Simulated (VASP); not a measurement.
A run of VASP 6.6.1:

The input POSCAR:

```
BN
1.0
    2.5417718767      0.0000000000      0.0000000000
   -1.2708859383      2.2012390158      0.0000000000
    0.0000000000      0.0000000000      4.2046401028
B N
2 2
Direct
    0.6666666667      0.3333333333      0.0002269688
    0.3333333333      0.6666666667      0.5002269688
    0.6666666667      0.3333333333      0.3747730312
    0.3333333333      0.6666666667      0.8747730312
```

Contents of INCAR.step1:

```
PREC = Accurate ; ENCUT = 520
ISMEAR = 0 ; SIGMA = 0.01
LREAL = False ; LASPH = True
NELM = 60 ; NBANDS = 16
GGA = PE ; ALGO = Normal
EDIFF = 1E-4 ; LWAVE = True
LCHARG = False
```

Contents of INCAR.step2:

```
PREC = Accurate ; ENCUT = 520
EDIFF = 1E-7 ; ISMEAR = 0
SIGMA = 0.01 ; LREAL = False
LASPH = True ; NELM = 60
ALGO = Normal ; ISIF = 2
LWAVE = False ; LCHARG = False
METAGGA = R2SCAN ; LMIXTAU = True
LUSE_VDW = True ; IVDW_NL = 2
BPARAM = 11.95 ; CPARAM = 0.0093
NBANDS = 16 ; ISTART = 1
```

The input KPOINTS:

```
regular mesh
0
Gamma
  12 12 6
```

Potentials or basis: VASP PAW PBE potentials, release 64 (B, N).

The run is started by

```console
$ cat potpaw_PBE.64/B/POTCAR potpaw_PBE.64/N/POTCAR > POTCAR
$ cp INCAR.step1 INCAR
$ mpirun -np 1 vasp_std > vasp.out
$ cp INCAR.step2 INCAR
$ mpirun -np 1 vasp_std > vasp.out
```

Hardware: 1 thread of Intel(R) Xeon(R) Platinum 8375C CPU @ 2.90GHz (Ice Lake), on a shared host.

Task: Estimate the wall time of this run.

Result: It took 2.9 min on 1 thread of Intel(R) Xeon(R) Platinum 8375C CPU @ 2.90GHz (Ice Lake), with other jobs on the host, peak memory 0.21 GiB. Counts: k points 76.
